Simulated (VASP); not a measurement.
## MoSe: relaxation of cell and atoms with PBE

MoSe:

```
Mo Se
1.0
     0.00000    2.70875    2.70875
     2.70875    0.00000    2.70875
     2.70875    2.70875    0.00000
Mo Se
1 1
Direct
  0.00000 0.00000 0.00000
  0.25000 0.25000 0.25000
```

```yaml
Program: VASP 6.6.1
Task: relaxation of cell and atoms
Functional: PBE
Potentials_or_basis: VASP PAW PBE potentials, release 64 (Mo_sv, Se)
Cutoff: 600 eV
k_mesh: 6 × 6 × 6
Occupations: gaussian, width 0.1 eV
Spin: collinear spin
Starting_moments: "[0.28, 0.0] μB"
Dipole_correction: no
Further_INCAR_settings: ALGO = Normal; EDIFF = 1e-06; IBRION = 2; EDIFFG = -0.05; NSW = 100; ISIF = 3
```

```
Relaxed volume                                        : 22.98 Å³/atom
Relaxed cell                                          : a = 4.021 Å, b = 4.021 Å, c = 4.021 Å, α = 60.00°, β = 60.00°, γ = 60.00°
Space group after relaxing (to 0.1 Å)                 : F-43m (No. 216)
Energy gained by relaxing                             : 156.7 meV/atom
Ionic steps                                           : 4
Pressure after relaxing                               : -0.1 GPa
Net moment                                            : -1.23 μB per cell
Site moments                                          : Mo -1.08; Se +0.01 μB
Valence electrons inside the program's atomic spheres : Mo 12.42; Se 3.97
```

The path:
```csv
step,energy change (eV),largest force (eV/Å),pressure (GPa),volume (Å³)
1,0.0000,0.0000,18.67,39.75
2,0.0529,0.0000,-11.62,54.62
3,-0.3132,0.0000,-0.37,46.11
4,-0.3134,0.0000,-0.09,45.96
```

Final structure:
```
Mo Se
1.0
     0.00000    2.84296    2.84296
     2.84296    0.00000    2.84296
     2.84296    2.84296    0.00000
Mo Se
1 1
Direct
  0.00000 0.00000 0.00000
  0.25000 0.25000 0.25000
```

Levels at points of the mesh, in eV from the Fermi level:
Spin up:
| k point | band 7 | band 8 | band 9 | band 10 | band 11 | band 12 |
| --- | --- | --- | --- | --- | --- | --- |
| (0.00, 0.00, 0.00) | -4.71 | -4.71 | -0.03 | -0.03 | 1.35 | 4.31 |
| (0.50, 0.00, 0.00) | -4.33 | -4.33 | 0.19 | 0.26 | 0.26 | 2.40 |
| (0.50, 0.50, 0.00) | -3.72 | -3.72 | -1.24 | 0.49 | 0.79 | 0.94 |
Spin down:
| k point | band 8 | band 9 | band 10 | band 11 | band 12 | band 13 | band 14 |
| --- | --- | --- | --- | --- | --- | --- | --- |
| (0.00, 0.00, 0.00) | -4.95 | -1.05 | -1.05 | 1.12 | 3.99 | 3.99 | 3.99 |
| (0.50, 0.00, 0.00) | -4.59 | -0.70 | -0.70 | -0.33 | 2.02 | 2.02 | 3.66 |
| (0.50, 0.50, 0.00) | -3.87 | -1.63 | -0.35 | -0.34 | 0.45 | 0.45 | 5.64 |

It took 2.8 min on 1 thread of Intel Xeon 8259CL (shared host), peak memory 0.21 GiB.

Caveat: the volume moved by over 15 % at a fixed basis, so the end points are rough.
